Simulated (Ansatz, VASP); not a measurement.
# MgO: VASP beside Ansatz

INCAR

```
ALGO     = Normal         # electronic algorithm
EDIFF    = 1E-7           # SCF threshold, eV
ENCUT    = 520            # plane-wave cutoff, eV
GGA      = PS             # functional
ISIF     = 2              # what is computed and relaxed
ISMEAR   = 0              # smearing method
LASPH    = T              # aspherical terms in the spheres
LCHARG   = F              # write CHGCAR
LREAL    = F              # projectors in reciprocal space
LWAVE    = F              # write WAVECAR
NBANDS   = 16             # bands
NELM     = 100            # most SCF steps
PREC     = Accurate       # precision mode
SIGMA    = 0.05           # smearing width, eV
```

KPOINTS

```
k-points
0
Gamma
  8 8 6
```

File POSCAR:

```
MgO
1.0
    0.0000000000     -2.1351500000     -2.1351500000
    0.0000000000      2.1351500000     -2.1351500000
    4.2703000000      0.0000000000      0.0000000000
Mg O
2 2
Direct
    0.4824368311      0.5175631689      0.5000000000
    0.0175631689     -0.0175631689      0.0000000000
    0.5079424817      0.4920575183      0.0000000000
   -0.0079424817      0.0079424817      0.5000000000
```

Input for Ansatz:

```yaml
crystal:
  lattice:
    - [0.0, -2.13515, -2.13515]
    - [0.0, 2.13515, -2.13515]
    - [4.2703, 0.0, 0.0]
  atoms:
    - { symbol: Mg, position: [0.4824368311, 0.5175631689, 0.5] }
    - { symbol: Mg, position: [0.0175631689, -0.0175631689, 0.0] }
    - { symbol: O, position: [0.5079424817, 0.4920575183, 0.0] }
    - { symbol: O, position: [-0.0079424817, 0.0079424817, 0.5] }
basis:
  ecutwfc: 420
kpoints:
  mp_grid: { grid: [8, 8, 6] }
hamiltonian:
  xc: pbesol
scf:
  occupations: { method: gaussian, width: 0.05 }
output:
  forces: true
  stress: true
  eigenvalues: true
```

Change from the starting cell: mode 4 (275.8 1/cm) frozen in, largest displacement +0.075 Å.

Alike in both runs: task single point; functional PBEsol; k mesh 8 × 8 × 6; occupations gaussian, width 0.05 eV; no spin polarisation.

|  | VASP | Ansatz |
| --- | --- | --- |
| version | VASP 6.6.1 | Ansatz 0.2.0 |
| potentials or method | VASP PAW PBE potentials, release 64 (Mg, O), cutoff 520 eV | scalar-relativistic, plane waves, PAW |
| valence electrons in the cell | 16 | 32 |

|  | VASP | Ansatz | Ansatz less VASP |
| --- | --- | --- | --- |
| gap on the k mesh at the Fermi level (eV) | 4.23 | 4.23 | +0.001 |
| least direct gap on the mesh (eV) | 4.23 | 4.23 | +0.001 |
| pressure (GPa) | -6.2 | -5.6 | +0.59 |
| traceless stress, the component that is largest in VASP (GPa) | -0.44 | -0.44 | +0.006 |
| rms of the force components (eV/Å) | 0.220 | 0.218 | -0.0016 |

VASP's potentials were made for PBE, not for PBEsol. Atom by atom the forces differ by 0.002 eV/Å (rms over components). VASP's potentials hold 16 valence electrons a cell and Ansatz's 32, so a difference there can come from the potentials and not from the codes.
